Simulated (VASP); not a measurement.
Write the native input for VASP 6.6.1 that does the following.

```
Task                   : single point
Functional             : LDA
Potentials or basis    : VASP PAW LDA potentials, release 64 (Sr_sv, O)
Cutoff                 : 520 eV
k mesh                 : 8 × 8 × 8
Occupations            : fermi-dirac, width 0.02 eV
Spin                   : no spin polarisation
Dipole correction      : no
Further INCAR settings : ALGO = Normal; EDIFF = 1e-06; NBANDS = 15
```

The structure of SrO lies in POSCAR:

```
SrO
1.0
    0.0000000000      2.5698000000      2.5184040000
    2.5698000000      0.0000000000      2.5184040000
    2.5698000000      2.5698000000      0.0000000000
Sr O
1 1
Direct
    0.0000000000      0.0000000000      0.0000000000
    0.5000000000      0.5000000000      0.5000000000
```

This cell differs from its parent crystal: zz strain of -2 %.

These files were run (other wordings do the same):

INCAR

```
PREC = Accurate
ENCUT = 520
EDIFF = 1E-6
ISMEAR = -1
SIGMA = 0.02
LREAL = False
LASPH = True
NELM = 100
ALGO = Normal
ISIF = 2
LWAVE = False
LCHARG = True
LELF = True
LVHAR = True
NBANDS = 15
```

KPOINTS

```
Automatic mesh
0
Gamma
  8 8 8
```

Potentials or basis: VASP PAW LDA potentials, release 64 (Sr_sv, O).

Command:

```sh
$ cat potpaw_LDA.64/Sr_sv/POTCAR potpaw_LDA.64/O/POTCAR > POTCAR
$ mpirun -np 1 vasp_std > vasp.out
```

Results of the run:

| Quantity | Value |
| --- | --- |
| Pressure | -1.5 GPa |
| Band gap on the k mesh | 2.98 eV (least direct gap 3.11 eV) |

Caveat: the cell differs from its parent crystal (zz strain of -2 %).

Wall time 15 s on 1 thread of AMD EPYC 9R45 96-Core Processor (Zen 5), with other jobs on the host, peak memory 0.13 GiB.
